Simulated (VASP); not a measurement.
**Al3Cu2: single point with PBEsol+D4**

Crystal: Al3Cu2.

```xyz
5
Lattice="4.0684 0.0000 0.0000 -2.0342 3.5233 0.0000 0.0000 0.0000 4.9476" Properties=species:S:1:pos:R:3 pbc="T T T"
Al    0.0000    0.0000    0.0000
Al    0.0000    2.3489    1.7404
Al    2.0342    1.1744    3.2072
Cu    0.0000    2.3489    4.1677
Cu    2.0342    1.1744    0.7799
```

```
Program             : VASP 6.6.1
Task                : single point
Functional          : PBEsol
Dispersion          : D4
Potentials or basis : VASP PAW PBE potentials, release 64 (Al, Cu)
Cutoff              : 520 eV
k mesh              : 12 × 12 × 8
Occupations         : gaussian, width 0.1 eV
Spin                : no spin polarisation
```

```json
{"Pressure": "0.3 GPa", "Largest force": "0.004 eV/Å", "Dispersion energy per atom": "-0.245 eV"}
```

Forces in eV/Å, atoms in the order of the input:
```
Al   0.000  0.000  0.000
Al   0.000  0.000  0.003
Al   0.000  0.000 -0.003
Cu   0.000  0.000  0.004
Cu   0.000  0.000 -0.004
```

Levels at points of the mesh, in eV from the Fermi level:
| k point | band 12 | band 13 | band 14 | band 15 | band 16 | band 17 | band 18 | band 19 |
| --- | --- | --- | --- | --- | --- | --- | --- | --- |
| (0.00, 0.00, 0.00) | -3.73 | -3.71 | -0.22 | -0.22 | 1.34 | 1.34 | 2.61 | 2.95 |
| (0.50, 0.00, 0.00) | -4.17 | -3.12 | -3.04 | -2.63 | -0.74 | -0.02 | 0.36 | 3.07 |
| (0.00, 0.00, 0.50) | -4.26 | 1.20 | 1.20 | 1.30 | 1.30 | 1.79 | 2.46 | 2.46 |
| (0.50, 0.00, 0.50) | -4.29 | -4.21 | -3.58 | -1.81 | -0.18 | 0.74 | 1.00 | 5.18 |

Run time: 4.4 min on 1 thread of Intel Xeon 6975P-C (shared host), peak memory 0.32 GiB.

Caveat: the PAW data sets were made with another functional, which shifts forces and pressure a little; pairwise dispersion overbinds metals, which lowers pressure and volume.
